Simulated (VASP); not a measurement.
# TiO2 in VASP: a series of runs

The runs below take TiO2 through single point, with PBE+D3(BJ), LDA+U, LDA.

Everything below comes from runs of VASP 6.6.1. Logs are shortened: lines on timing, memory, paths and dates and some standing lists are left out, and cuts for length are marked.

## Step 1: The cell of the first run

The typed cell holds 9 atoms: a = 2.968 Å, b = 4.708 Å, c = 7.241 Å, α = 88.08°, β = 78.18°, γ = 90.00°.

## Step 2: Single point, PBE+D3(BJ)

INCAR reads:

```
SYSTEM = TiO2
PREC     = Accurate       ! precision mode
ENCUT    = 520            ! plane-wave cutoff, eV
EDIFF    = 1E-6           ! SCF threshold, eV
ISMEAR   = -1             ! smearing method
SIGMA    = 0.05           ! smearing width, eV
LREAL    = .FALSE.        ! projectors in reciprocal space
LASPH    = .TRUE.         ! aspherical terms in the spheres
NELM     = 60             ! most SCF steps
ALGO     = Normal         ! electronic algorithm
ISIF     = 2              ! what is computed and relaxed
LWAVE    = .FALSE.        ! write WAVECAR
LCHARG   = .TRUE.         ! write CHGCAR
GGA      = PE             ! functional
IVDW     = 12             ! dispersion correction
LELF     = .TRUE.         ! ELF
LVHAR    = .TRUE.       
NBANDS   = 46             ! bands
```

KPOINTS reads:

```
Automatic mesh
0
G
  9 6 4
  0 0 0
```

POSCAR reads:

```
TiO2
1.0
    2.9682645463      0.0000000000      0.0000000000
    0.0002080834      4.7076067549      0.0000000000
    1.4835696211      0.2423534620      7.0834647979
Ti O
3 6
Direct
    0.0033718700      0.0003888100      0.0007031900
    0.3446402100      0.4802596500      0.3169598700
    0.6617081400      0.5204743600      0.6844963600
    0.4400381600      0.1854376900      0.1285388000
    0.7779263400      0.2977287500      0.4518780700
    0.1012362400      0.3089534200      0.8062432200
    0.9064972100      0.6918369900      0.1951715700
    0.2294071500      0.7030072800      0.5495147300
    0.5680256700      0.8153000600      0.8728271800
```

Potentials or basis: VASP PAW PBE potentials, release 64 (Ti_sv, O).

Started as:

```sh
$ cat potpaw_PBE.64/Ti_sv/POTCAR potpaw_PBE.64/O/POTCAR > POTCAR
$ mpirun -np 1 vasp_std > vasp.out
```

OUTCAR:

```text
SYSTEM = TiO2
   PREC = Accurate
   ENCUT = 520
   EDIFF = 1E-6
   ISMEAR = -1
   LREAL = .FALSE.
   LASPH = .TRUE.
   NELM = 60
   ISIF = 2
   GGA = PE
   IVDW = 12
 IVDW          = 12

 ion  position               nearest neighbor table
   1  0.003  0.000  0.001-   9 1.96   4 1.96   4 1.96   9 1.96   7 1.97   6 1.97
   2  0.345  0.480  0.317-   5 1.95   5 1.95   4 1.96   7 1.97   7 1.97   8 1.98
   3  0.662  0.520  0.684-   8 1.95   8 1.95   9 1.96   6 1.97   6 1.97   5 1.98
   4  0.440  0.185  0.129-   1 1.96   2 1.96   1 1.96
   5  0.778  0.298  0.452-   2 1.95   2 1.95   3 1.98
   6  0.101  0.309  0.806-   1 1.97   3 1.97   3 1.97
   7  0.906  0.692  0.195-   2 1.97   1 1.97   2 1.97
   8  0.229  0.703  0.550-   3 1.95   3 1.95   2 1.98
   9  0.568  0.815  0.873-   1 1.96   3 1.96   1 1.96

  LATTYP: Found a triclinic cell.
 ALAT       =     7.2412145089
 B/A-ratio  =     0.4099125282
 C/A-ratio  =     0.6501128718
 COS(alpha) =     0.0000442015
 COS(beta)  =     0.0334776766
 COS(gamma) =     0.2048785627

  Lattice vectors:

 A1 = (   1.4835696211,   0.2423534620,   7.0834647979)
 A2 = (   2.9682645463,   0.0000000000,   0.0000000000)
 A3 = (   0.0002080834,   4.7076067549,   0.0000000000)

Analysis of symmetry for initial positions (statically):
=====================================================================
 Subroutine PRICEL returns:
 Original cell was already a primitive cell.

 Routine SETGRP: Setting up the symmetry group for a
 triclinic supercell.

 Subroutine GETGRP returns: Found  1 space group operations
 (whereof  1 operations were pure point group operations)
 out of a pool of  2 trial point group operations.

The static configuration has the point symmetry C_1 .

Analysis of symmetry for dynamics (positions and initial velocities):
=====================================================================
 Subroutine PRICEL returns:
 Original cell was already a primitive cell.

 Routine SETGRP: Setting up the symmetry group for a
 triclinic supercell.

 Subroutine GETGRP returns: Found  1 space group operations
 (whereof  1 operations were pure point group operations)
 out of a pool of  2 trial point group operations.

The dynamic configuration has the point symmetry C_1 .

 Subroutine INISYM returns: Found  1 space group operations
 (whereof  1 operations are pure point group operations),
[... 113 lines left out ...]
   NSW    =      0    number of steps for IOM
   IBRION =     -1    ionic relax: 0-MD 1-quasi-New 2-CG
   NFREE  =      0    steps in history (QN), initial steepest desc. (CG)
   ISIF   =      2    stress and relaxation
   ISYM   =      2    0-nonsym 1-usesym 2-fastsym
   POTIM  = 0.5000    time-step for ionic-motion
   TEBEG  =    0.0;   TEEND  =   0.0 temperature during run
   PSTRESS=    0.0 pullay stress
   NELECT =      72.0000    total number of electrons
   NUPDOWN=      -1.0000    fix difference up-down
   EMIN   =  10.00;   EMAX   =-10.00  energy-range for DOS
   EFERMI =   0.00;   METHOD = LEGACY
   ISMEAR =    -1;   SIGMA  =   0.05  broadening in eV -4-tet -1-fermi 0-gaus
   EFERMI_NEDOS =   21; number of points for ismear=-14 and -15
   IALGO  =     38    algorithm
   IMIX   =      4    mixing-type and parameters
     AMIX     =   0.40;   BMIX     =  1.00
     AMIX_MAG =   1.60;   BMIX_MAG =  1.00
  volume/ion in A,a.u.               =      11.00        74.22
  Fermi-wavevector in a.u.,A,eV,Ry     =   1.472322  2.782285 29.493788  2.167732
  Thomas-Fermi vector in A             =   2.587351
   LORBIT       =      0    0 simple, 1 ext, 2 COOP (PROOUT), +10 PAW based schemes
   GGA     = PE    functional components
   LHFCALC =     F    Hartree Fock is set to
   AEXX    =    0.0000 exact exchange contribution
   IVDW    =    12    specifies the selected vdW correction
   LEPSILON=     F    determine dielectric tensor
   LRPA    =     F    only Hartree local field effects (RPA)
 non-spin polarized calculation
  energy-cutoff  :      520.00
  volume of cell :       98.98
 maximum number of plane-waves:      2704
 NGX is ok and might be reduce to    24
   NGX = 11   NGY = 17   NGZ = 27

 number of electron      71.9999996 magnetization

 Free energy of the ion-electron system (eV)
  ---------------------------------------------------
  ext. energy  EPLUGINS =         0.00000000
  ---------------------------------------------------
  free energy    TOTEN  =       -80.28335937 eV

  energy without entropy =      -80.28335937  energy(sigma->0) =      -80.28335937

 E-fermi :   5.0951     XC(G=0): -10.9928

 val. band max:        3.8963227632   @ k =   0.0000   0.0000   0.2500
 cond. band min:       6.1357250233   @ k =   0.0000   0.0000   0.0000
 fundamental gap:      2.2394022601
 Fermi energy:         5.0950980884

 k-point     1 :       0.0000    0.0000    0.0000
  band No.  band energies     occupation
      1     -52.8383      2.00000
      2     -52.6990      2.00000
      3     -52.6655      2.00000
      4     -29.1204      2.00000
      5     -29.1154      2.00000
      6     -29.0485      2.00000
[... 1165 lines left out ...]
     45       8.0415      0.00000
     46       9.7173      0.00000

 [... further k-points ...]

------------------------ aborting loop because EDIFF is reached ----------------------------------------

 Edisp (eV)   -2.09010

 E8    (eV) :    -0.8261

  FORCE on cell =-STRESS in cart. coord.  units (eV):
  Direction    XX          YY          ZZ          XY          YZ          ZX
  --------------------------------------------------------------------------------------
  -------------------------------------------------------------------------------------
  Total       0.38608     0.54411     0.50188    -0.01056    -0.05413     0.00500
  in kB       6.24947     8.80735     8.12382    -0.17092    -0.87613     0.08101
  external pressure =        7.73 kB  Pullay stress =        0.00 kB

 VOLUME and BASIS-vectors are now :
 -----------------------------------------------------------------------------
  energy-cutoff  :      520.00
  volume of cell :       98.98
      direct lattice vectors                 reciprocal lattice vectors
     2.968264546  0.000000000  0.000000000     0.336897195 -0.000014891 -0.070559655
     0.000208083  4.707606755  0.000000000     0.000000000  0.212422161 -0.007267806
     1.483569621  0.242353462  7.083464798     0.000000000  0.000000000  0.141173850

 POSITION                                       TOTAL-FORCE (eV/Angst)
 -----------------------------------------------------------------------------------
      0.01105      0.00200      0.00498         0.000742     -0.001840      0.002245
      1.49332      2.33769      2.24517         0.004553      0.018598      0.051529
      2.97973      2.61608      4.84861         0.001481     -0.015187     -0.055625
      1.49688      0.90412      0.91050        -0.001251      0.011200      0.042461
      2.97955      1.51110      3.20086         0.007160     -0.196972      0.027957
      1.49668      1.64983      5.71100        -0.002782     -0.054038      0.006103
      2.98042      3.30420      1.38249        -0.000745      0.052169     -0.006316
      1.49633      3.44266      3.89247        -0.004095      0.196007     -0.026686
      2.98112      4.04964      6.18264        -0.005065     -0.009937     -0.041668
 -----------------------------------------------------------------------------------
    total drift:                                0.000575     -0.000298      0.000043

  FREE ENERGIE OF THE ION-ELECTRON SYSTEM (eV)
  ---------------------------------------------------
  free  energy   TOTEN  =       -82.3734602851 eV

  energy  without entropy=      -82.3734602850  energy(sigma->0) =      -82.37346029
```

OSZICAR:

```text
N       E                     dE             d eps       ncg     rms          rms(c)
DAV:   1     0.108356006572E+04    0.10836E+04   -0.36399E+04 10120   0.184E+03
DAV:   2     0.991285213826E+02   -0.98443E+03   -0.93776E+03 10532   0.564E+02
DAV:   3    -0.928671916642E+02   -0.19200E+03   -0.18726E+03 13322   0.223E+02
DAV:   4    -0.105476102320E+03   -0.12609E+02   -0.12582E+02 14928   0.610E+01
DAV:   5    -0.106054955602E+03   -0.57885E+00   -0.57857E+00 14576   0.106E+01    0.385E+01
DAV:   6    -0.811742789995E+02    0.24881E+02   -0.16077E+02 13898   0.957E+01    0.150E+01
DAV:   7    -0.806459602523E+02    0.52832E+00   -0.28969E+01 13448   0.346E+01    0.106E+01
DAV:   8    -0.805099916587E+02    0.13597E+00   -0.65010E+00 12220   0.199E+01    0.495E+00
DAV:   9    -0.802727163441E+02    0.23728E+00   -0.16333E+00 13874   0.913E+00    0.135E+00
DAV:  10    -0.802880350058E+02   -0.15319E-01   -0.14035E-01 12852   0.256E+00    0.523E-01
DAV:  11    -0.802833769174E+02    0.46581E-02   -0.19563E-02 13290   0.912E-01    0.153E-01
DAV:  12    -0.802834732035E+02   -0.96286E-04   -0.29352E-03 12012   0.410E-01    0.119E-01
DAV:  13    -0.802833940782E+02    0.79125E-04   -0.23655E-04 14768   0.122E-01    0.788E-02
DAV:  14    -0.802833593881E+02    0.34690E-04   -0.26978E-04 14372   0.104E-01    0.163E-02
DAV:  15    -0.802833572974E+02    0.20907E-05   -0.28718E-05 13542   0.402E-02    0.998E-03
DAV:  16    -0.802833593176E+02   -0.20202E-05   -0.15497E-05 12972   0.312E-02    0.789E-03
DAV:  17    -0.802833593692E+02   -0.51550E-07   -0.23212E-06  8876   0.132E-02
   1 F= -.82373460E+02 E0= -.82373460E+02  d E =-.730725E-10
```

It took 14 min on 1 thread of AMD EPYC 7R13, shared host; peak memory 0.44 GiB.

What came out:

```
Free energy                : -82.3735 eV
Pressure                   : 0.8 GPa
Largest force              : 0.199 eV/Å
Band gap on the k mesh     : 2.24 eV (least direct gap 2.30 eV)
Dispersion energy per atom : -0.232 eV
```

Forces on the atoms (eV/Å):
```
Ti   0.001 -0.002  0.002
Ti   0.005  0.019  0.052
Ti   0.001 -0.015 -0.056
O   -0.001  0.011  0.042
O    0.007 -0.197  0.028
O   -0.003 -0.054  0.006
O   -0.001  0.052 -0.006
O   -0.004  0.196 -0.027
O   -0.005 -0.010 -0.042
```

Caveat: three body term missing. A k mesh can miss the band edges.

## Step 3: Single point, LDA+U

This run uses another cell than the first one, of 10.86 Å³/atom.

INCAR reads:

```
PREC = Accurate ; ENCUT = 600
EDIFF = 1E-6 ; ISMEAR = -1
SIGMA = 0.05 ; LREAL = F
LASPH = T ; NELM = 200
ALGO = Normal ; ISIF = 2
LWAVE = F ; LCHARG = F
LMAXMIX = 4 ; LDAU = T
LDAUTYPE = 2 ; LDAUL = 2 -1
LDAUU = 6 0 ; LDAUJ = 0 0
LDAUPRINT = 1 ; NBANDS = 46
GGA_COMPAT = F ; KPAR = 4
```

KPOINTS reads:

```
Automatic mesh
0
Gamma
  9 6 4
```

POSCAR reads:

```
TiO2
1.0
    2.9840161400     -0.0000644237      0.0001201053
    0.0001070130      4.6388565714     -0.0217867498
    1.4917237912      0.2059997114      7.0579350930
Ti O
3 6
Direct
    0.0036667192      0.0003763931      0.0007033291
    0.3458448076      0.4863154593      0.3163451638
    0.6614754467      0.5144370432      0.6850612951
    0.4413918085      0.1898583043      0.1252081457
    0.7796712653      0.3014206229      0.4486504505
    0.1020978548      0.3043008295      0.8037961828
    0.9051879944      0.6964518555      0.1976114850
    0.2276186153      0.6993321104      0.5527572768
    0.5658964781      0.8108943916      0.8761996612
```

Potentials or basis: VASP PAW LDA potentials, release 64 (Ti_sv, O).

Started as:

```sh
$ cat potpaw_LDA.64/Ti_sv/POTCAR potpaw_LDA.64/O/POTCAR > POTCAR
$ mpirun -np 4 vasp_std > vasp.out
```

Run time: 75 s. Hardware: 4 MPI ranks of Intel Xeon 6975P-C (Granite Rapids), shared host; peak memory 0.5 GiB.

Results (log left out):

```
Free energy            : -75.7154 eV
Pressure               : 6.6 GPa
Largest force          : 0.652 eV/Å
Band gap on the k mesh : 3.06 eV (least direct gap 3.12 eV)
```

Forces on the atoms (eV/Å):
```
Ti  -0.001  0.000  0.000
Ti  -0.001  0.006 -0.092
Ti   0.000 -0.006  0.092
O    0.001  0.127  0.111
O    0.000 -0.651  0.030
O    0.000 -0.124  0.094
O    0.000  0.124 -0.094
O    0.000  0.651 -0.030
O    0.001 -0.127 -0.112
```

Stress tensor (GPa, compression positive):
```
7.02 0.00 0.00
0.00 5.95 0.21
0.00 0.21 6.69
```

Levels at points of the mesh, in eV from the valence-band top:
```tsv
k point	band 33	band 34	band 35	band 36	band 37	band 38	band 39	band 40
(0.00, 0.00, 0.00)	-0.58	-0.43	-0.29	-0.06	3.09	3.47	3.55	3.66
(0.00, 0.50, 0.00)	-1.16	-1.02	-0.86	-0.81	3.06	3.42	3.56	3.77
(0.00, 0.00, 0.50)	-0.99	-0.81	-0.34	-0.14	3.14	3.40	3.59	3.75
(0.00, 0.50, 0.50)	-0.90	-0.89	-0.79	-0.27	3.14	3.30	3.49	3.63
```

Eigenvalues of the final occupation matrices:
```tsv
site	spin	trace	eigenvalues
site 1 d	1	0.78	0.07 0.09 0.09 0.26 0.27
site 1 d	2	0.78	0.07 0.09 0.09 0.26 0.27
site 2 d	1	0.80	0.08 0.09 0.10 0.26 0.27
site 2 d	2	0.80	0.08 0.09 0.10 0.26 0.27
site 3 d	1	0.80	0.08 0.09 0.10 0.26 0.27
site 3 d	2	0.80	0.08 0.09 0.10 0.26 0.27
```

Caveat: the cell stands under pressure. A k mesh can miss the band edges.

## Step 4: Single point, LDA

This run uses another cell than the first one, of 10.57 Å³/atom.

INCAR reads:

```
ALGO = Normal
EDIFF = 1E-6
ENCUT = 600
GGA_COMPAT = False
ISIF = 2
ISMEAR = -1
LASPH = True
LCHARG = False
LREAL = False
LWAVE = False
NBANDS = 46
NELM = 120
PREC = Accurate
SIGMA = 0.05
```

KPOINTS reads:

```
k-points
0
Gamma
  9 6 4
```

POSCAR reads:

```
TiO2
1.0
    2.9254344030     -0.0000621618      0.0001165028
    0.0001064936      4.6377610508     -0.0256648357
    1.4624356150      0.2001091463      7.0111107692
Ti O
3 6
Direct
    0.0036433568      0.0003766375      0.0007035101
    0.3451060897      0.4860836092      0.3178152678
    0.6622078535      0.5146692248      0.6835920133
    0.4405466346      0.1904782419      0.1269054337
    0.7793173395      0.2973961119      0.4493691411
    0.1023279570      0.3024808460      0.8033462484
    0.9049701491      0.6982718626      0.1980613383
    0.2279820801      0.7033563101      0.5520379033
    0.5667495298      0.8102741660      0.8745021339
```

Potentials or basis: VASP PAW LDA potentials, release 64 (Ti_sv, O).

Started as:

```sh
$ cat potpaw_LDA.64/Ti_sv/POTCAR potpaw_LDA.64/O/POTCAR > POTCAR
$ mpirun -np 1 vasp_std > vasp.out
```

OUTCAR:

```text
EDIFF = 1E-6
   ENCUT = 600
   ISIF = 2
   ISMEAR = -1
   LASPH = True
   LREAL = False
   NELM = 120
   PREC = Accurate

 ion  position               nearest neighbor table
   1  0.004  0.000  0.001-   9 1.93   4 1.93   4 1.93   9 1.93   6 1.95   7 1.95
   2  0.345  0.486  0.318-   5 1.93   5 1.93   4 1.94   7 1.94   7 1.94   8 1.95
   3  0.662  0.515  0.684-   8 1.93   8 1.93   9 1.94   6 1.94   6 1.94   5 1.95
   4  0.441  0.190  0.127-   1 1.93   1 1.93   2 1.94
   5  0.779  0.297  0.449-   2 1.93   2 1.93   3 1.95
   6  0.102  0.302  0.803-   3 1.94   3 1.94   1 1.95
   7  0.905  0.698  0.198-   2 1.94   2 1.94   1 1.95
   8  0.228  0.703  0.552-   3 1.93   3 1.93   2 1.95
   9  0.567  0.810  0.875-   1 1.93   1 1.93   3 1.94

  LATTYP: Found a base centered monoclinic cell.
 ALAT       =    14.0278171641
 B/A-ratio  =     0.2085452335
 C/A-ratio  =     0.3306168031
 COS(beta)  =    -0.0230027795

  Lattice vectors:

 A1 = (   1.4629987880,  -0.2001713081,  -7.0109942664)
 A2 = (  -1.4624356150,  -0.2001091463,  -7.0111107692)
 A3 = (   0.0001064936,   4.6377610508,  -0.0256648357)

[... 211 lines left out ...]
 E-fermi :   5.1360     XC(G=0): -11.7923

 val. band max:        3.9703426762   @ k =   0.0000   0.0000   0.2500
 cond. band min:       6.2404081436   @ k =   0.0000   0.0000   0.0000
 fundamental gap:      2.2700654674
 Fermi energy:         5.1360454548

 k-point     1 :       0.0000    0.0000    0.0000
  band No.  band energies     occupation
      1     -51.8676      2.00000
      2     -51.7555      2.00000
      3     -51.7102      2.00000
      4     -28.6497      2.00000
      5     -28.5858      2.00000
      6     -28.5203      2.00000
[... 1165 lines left out ...]
     45       8.3135      0.00000
     46      10.1916      0.00000

 [... further k-points ...]
[... 5 lines left out ...]
  --------------------------------------------------------------------------------------
  -------------------------------------------------------------------------------------
  Total        0.7580638      0.4291557      0.6084837     -0.0000070      0.0164523      0.0000057
  in kB       12.7663211      7.2272800     10.2472886     -0.0001183      0.2770679      0.0000965
  external PRESSURE =      10.0802966 kB  Pullay stress =       0.0000000 kB

 VOLUME and BASIS-vectors are now :
 -----------------------------------------------------------------------------
  energy-cutoff  :      600.00
  volume of cell :       95.14
      direct lattice vectors                 reciprocal lattice vectors
     2.925434403 -0.000062162  0.000116503     0.341832406 -0.000402364 -0.071290753
     0.000106494  4.637761051 -0.025664836     0.000004826  0.215587229 -0.006154237
     1.462435615  0.200109146  7.011110769    -0.000005663  0.000789184  0.142609408

 POSITION                                       TOTAL-FORCE (eV/Angst)
 -----------------------------------------------------------------------------------
      0.01169      0.00189      0.00492        -0.000133      0.000000     -0.000000
      1.47442      2.31792      2.21580         0.000100      0.005590     -0.044594
      2.93701      2.52366      4.77961         0.000096     -0.005590      0.044594
      1.47440      0.90876      0.88491        -0.000129      0.020344      0.017162
      2.93705      1.46913      3.14303         0.000027     -0.098937      0.011650
      1.47423      1.56358      5.62460         0.000066     -0.021011      0.016509
      2.93716      3.27800      1.37081         0.000069      0.021011     -0.016509
      1.47434      3.37245      3.85237         0.000032      0.098937     -0.011650
      2.93698      3.93282      6.11050        -0.000128     -0.020344     -0.017162
 -----------------------------------------------------------------------------------
    total drift:                               -0.000322      0.016382     -0.013264

  FREE ENERGIE OF THE ION-ELECTRON SYSTEM (eV)
  ---------------------------------------------------
  free  energy   TOTEN  =       -87.8330624409 eV

  energy  without entropy=      -87.8330624408  energy(sigma->0) =      -87.83306244
```

It took 8.6 min on 1 thread of Intel Xeon Platinum 8259CL at 2.50GHz (Skylake/Cascade Lake), shared host; peak memory 0.49 GiB.

Results:

- Free energy: -87.8331 eV
- Pressure: 1.0 GPa
- Largest force: 0.100 eV/Å
- Band gap on the k mesh: 2.27 eV (least direct gap 2.32 eV)

Forces on the atoms (eV/Å):
```
Ti   0.000  0.000  0.000
Ti   0.000  0.006 -0.045
Ti   0.000 -0.006  0.045
O    0.000  0.020  0.017
O    0.000 -0.099  0.012
O    0.000 -0.021  0.017
O    0.000  0.021 -0.017
O    0.000  0.099 -0.012
O    0.000 -0.020 -0.017
```

Stress tensor (GPa, compression positive):
```
1.28 0.00 0.00
0.00 0.72 0.03
0.00 0.03 1.02
```

## Step 5: Summary

```csv
level,potentials or basis,U,cell,cutoff (eV),gap on the mesh (eV),pressure (GPa),largest force (eV/Å)
PBE+D3(BJ),"VASP PAW PBE potentials, release 64 (Ti_sv, O)",-,"a = 2.968, b = 4.708, c = 7.241 Å, angles 88.1, 78.2, 90.0°, 9 atoms, atomic positions A",520,2.24,0.8,0.20
LDA+U,"VASP PAW LDA potentials, release 64 (Ti_sv, O)",Ti d U = 6.0 eV,"a = 2.984, b = 4.639, c = 7.217 Å, angles 88.6, 78.1, 90.0°, 9 atoms, atomic positions B",600,3.06,6.6,0.65
LDA,"VASP PAW LDA potentials, release 64 (Ti_sv, O)",-,"a = 2.925, b = 4.638, c = 7.165 Å, angles 88.7, 78.2, 90.0°, 9 atoms, atomic positions C",600,2.27,1.0,0.10
```

Alike in all rows: task single point; no spin polarisation; k mesh 9 × 6 × 4; smearing fermi-dirac 0.05 eV.

Caveats: three body term missing (at least some runs); the cell stands under pressure (at least some runs).

Absolute energies hang on the potentials; compare differences alone.
